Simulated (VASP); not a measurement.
Set up this calculation in VASP 6.6.1, as the native input.

* Task: single point
* Functional: PBE
* Potentials or basis: VASP PAW PBE potentials, release 64 (Ti_sv, Al)
* Cutoff: 520 eV
* k mesh: 18 × 18 × 6
* Occupations: gaussian, width 0.15 eV
* Spin: no spin polarisation
* Dipole correction: no
* Further INCAR settings: ALGO = Fast; EDIFF = 1e-06; NBANDS = 28

The structure of Ti3Al lies in POSCAR:

```
Ti3Al
1.0
    3.0058753267      0.0000000000      0.0000000000
   -1.5029376634      2.6031643936      0.0000000000
    0.0000000000      0.0000000000      9.4714391726
Ti Al
3 1
Direct
    0.6666666667      0.3333333333      0.0000000000
    0.3333333333      0.6666666667      0.7504575700
    0.3333333333      0.6666666667      0.2495424300
    0.6666666667      0.3333333333      0.5000000000
```

This cell differs from its parent crystal: volume 18.528 Å^3 an atom, c/a of the conventional cell 3.1510.

One way to write it, as run:

INCAR

```
SYSTEM = Ti3Al
PREC     = Accurate       ! precision mode
ENCUT    = 520            ! plane-wave cutoff, eV
EDIFF    = 1E-6           ! SCF threshold, eV
ISMEAR   = 0              ! smearing method
SIGMA    = 0.15           ! smearing width, eV
LREAL    = .FALSE.        ! projectors in reciprocal space
LASPH    = .TRUE.         ! aspherical terms in the spheres
NELM     = 100            ! most SCF steps
ALGO     = Fast           ! electronic algorithm
ISIF     = 2              ! what is computed and relaxed
LWAVE    = .FALSE.        ! write WAVECAR
LCHARG   = .FALSE.        ! write CHGCAR
GGA      = PE             ! functional
NBANDS   = 28             ! bands
```

KPOINTS

```
Automatic mesh
0
G
  18 18 6
  0 0 0
```

Potentials or basis: VASP PAW PBE potentials, release 64 (Ti_sv, Al).

The run is started by

```console
$ cat potpaw_PBE.64/Ti_sv/POTCAR potpaw_PBE.64/Al/POTCAR > POTCAR
$ mpirun -np 1 vasp_std > vasp.out
```

Results of the run:

```json
{
 "Pressure": "-7.3 GPa",
 "Largest force": "0.049 eV/Å"
}
```

Run time: 11 min on 1 thread of AMD EPYC 9R45 96-Core Processor (Zen 5), on a shared host, peak memory 0.35 GiB.
